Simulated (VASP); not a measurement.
**NbRe3Pd: relaxation of cell and atoms with PBE**

NbRe3Pd:

```xyz
5
Lattice="4.6240 0.0000 0.0000 0.0000 4.6240 0.0000 0.0000 0.0000 4.6240" Properties=species:S:1:pos:R:3 pbc="T T T"
Nb    0.0000    0.0000    0.0000
Re    0.0000    2.3120    2.3120
Re    2.3120    0.0000    2.3120
Re    2.3120    2.3120    0.0000
Pd    2.3120    2.3120    2.3120
```

| Item | Value |
| --- | --- |
| Program | VASP 6.6.1 |
| Task | relaxation of cell and atoms |
| Functional | PBE |
| Potentials or basis | VASP PAW PBE potentials, release 64 (Nb_sv, Re, Pd) |
| Cutoff | 600 eV |
| k mesh | 8 × 8 × 8 |
| Occupations | gaussian, width 0.1 eV |
| Spin | no spin polarisation |
| Dipole correction | no |
| Further INCAR settings | ALGO = Fast; EDIFF = 1e-07; IBRION = 2; EDIFFG = -0.01; NSW = 100; ISIF = 3 |

```json
{
 "Relaxed volume": "19.69 Å³/atom",
 "Relaxed cell": "a = 4.617 Å, b = 4.617 Å, c = 4.617 Å, α = 90.00°, β = 90.00°, γ = 90.00°",
 "Space group after relaxing (to 0.1 Å)": "Pm-3m (No. 221)",
 "Energy gained by relaxing": "20.8 meV/atom",
 "Ionic steps": "11",
 "Pressure after relaxing": "0.0 GPa",
 "Band gap on the k mesh": "zero (bands 22 and 23 overlap by 1.22 eV)"
}
```

The path:
| step | energy change (eV) | largest force (eV/Å) | pressure (GPa) | volume (Å³) |
| --- | --- | --- | --- | --- |
| 1 | 0.0000 | 0.0000 | 0.40 | 98.87 |
| 2 | -0.0957 | 0.0000 | -2.08 | 99.57 |
| 3 | 0.2067 | 0.0000 | 0.48 | 98.98 |
| 4 | 0.2073 | 0.0000 | -0.63 | 99.09 |
| 5 | -0.1018 | 0.0000 | -1.08 | 99.03 |
| 6 | -0.1022 | 0.0000 | -1.03 | 99.00 |
| 7 | -0.1022 | 0.0000 | -1.01 | 98.99 |
| 8 | -0.1023 | 0.0000 | -1.02 | 98.98 |
| 9 | -0.1034 | 0.0000 | -0.58 | 98.75 |
| 10 | -0.1040 | 0.0000 | -0.10 | 98.49 |
| 11 | -0.1040 | 0.0000 | -0.01 | 98.44 |

Final structure:
```
CELL_PARAMETERS angstrom
4.61731 0.00000 0.00000
0.00000 4.61731 0.00000
0.00000 0.00000 4.61731
ATOMIC_POSITIONS crystal
Nb 0.00000 0.00000 0.00000
Re 0.00000 0.50000 0.50000
Re 0.50000 0.00000 0.50000
Re 0.50000 0.50000 0.00000
Pd 0.50000 0.50000 0.50000
```

Levels at points of the mesh, in eV from the Fermi level:
```
           k point  band 20  band 21  band 22  band 23  band 24  band 25
(0.00, 0.00, 0.00)     0.81     0.81     0.81     1.31     1.31     1.33
(0.50, 0.00, 0.00)    -0.46    -0.18     0.39     0.39     0.43     0.68
(0.50, 0.50, 0.00)    -1.13    -1.01    -0.49    -0.39    -0.39    -0.25
(0.50, 0.50, 0.50)    -1.66    -0.68    -0.68     0.65     0.65     0.65
```

Run time: 25 min on 1 thread of AMD EPYC 9R45 96-Core Processor (Zen 5) (shared host), peak memory 0.31 GiB.

Caveat: spin-orbit coupling is left out, which moves the levels of the heavy elements.
